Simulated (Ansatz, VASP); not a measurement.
One calculation of SnO, two programs

File INCAR:

```
PREC = Accurate
ENCUT = 520
EDIFF = 1E-7
ISMEAR = 0
SIGMA = 0.01
LREAL = False
LASPH = True
NELM = 100
ALGO = Normal
ISIF = 2
LWAVE = False
LCHARG = False
GGA = CA
NBANDS = 28
```

The input KPOINTS:

```
regular mesh
0
Gamma
  4 3 3
```

Contents of POSCAR:

```
SnO
1.0
    3.3550050000      0.0000000000      0.0000000000
    0.0000000000      5.6741040000      0.0000000000
    0.0000000000      0.0000000000      4.2219700000
Sn O
2 2
Direct
   -0.0043906714      0.1996373656      0.5035296121
    0.4974694335      0.7514596255      0.0164955999
   -0.0207247305      0.8612915113      0.7296628265
    0.5136436162      0.0974752027      0.2034435788
```

Input for Ansatz:

```yaml
crystal:
  lattice:
    - [3.355005, 0.0, 0.0]
    - [0.0, 5.674104, 0.0]
    - [0.0, 0.0, 4.22197]
  atoms:
    - { symbol: Sn, position: [-0.004390671431150888, 0.19963736564030762, 0.5035296121021303] }
    - { symbol: Sn, position: [0.4974694334910663, 0.7514596255398958, 0.016495599876198697] }
    - { symbol: O, position: [-0.020724730494554835, 0.8612915112650334, 0.7296628265056531] }
    - { symbol: O, position: [0.5136436161870144, 0.09747520267830682, 0.2034435788010249] }
kpoints:
  mp_grid:
    grid: [4, 3, 3]
hamiltonian:
  xc: lda
scf:
  occupations:
    method: fixed
output:
  forces: true
```

Alike in both runs: task single point; functional LDA; k mesh 4 × 3 × 3; no spin polarisation.

|  | VASP | Ansatz |
| --- | --- | --- |
| version | VASP 6.6.1 | Ansatz 0.2.0 |
| potentials or method | VASP PAW LDA potentials, release 64 (Sn_d, O) | plane waves, PAW |
| plane-wave cutoff (eV) | 520 | 420 |
| occupations | gaussian, width 0.01 eV | fixed |
| valence electrons in the cell | 40 | 40 |

VASP gave:

```
rms of the force components (eV/Å) : 0.285
```

Problem. What did Ansatz give for the same quantities?

Solution. rms of the force components (eV/Å): 0.299.

LDA's correlation is that of Perdew and Zunger in VASP and of Perdew and Wang (1992) in Ansatz. Atom by atom the forces differ by 0.044 eV/Å (rms over components).

The k mesh is coarse, so the values compare programs but aren't converged.
